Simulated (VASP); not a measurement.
Here is a VASP 6.6.1 calculation.

INCAR

```
PREC = Accurate ; ENCUT = 520
EDIFF = 1E-7 ; ISMEAR = -1
SIGMA = 0.05 ; LREAL = False
LASPH = True ; NELM = 80
ALGO = Normal ; ISIF = 2
LWAVE = False ; LCHARG = True
GGA = PE ; LELF = True
LVHAR = True ; NBANDS = 8
```

KPOINTS

```
regular mesh
0
Gamma
  13 13 12
```

POSCAR

```
Sb
1.0
    3.2831458784      0.0000000000      0.0000000000
   -1.6415729392      2.8432877350      0.0000000000
    0.0000000000      0.0000000000      3.1236043229
Sb
1
Direct
    0.0000000000      0.0000000000      0.0000000000
```

Potentials or basis: VASP PAW PBE potentials, release 64 (Sb).

Run with:

```sh
$ cat potpaw_PBE.64/Sb/POTCAR > POTCAR
$ mpirun -np 1 vasp_std > vasp.out
```

Question: Predict the pressure.

Answer: 0.0 GPa.
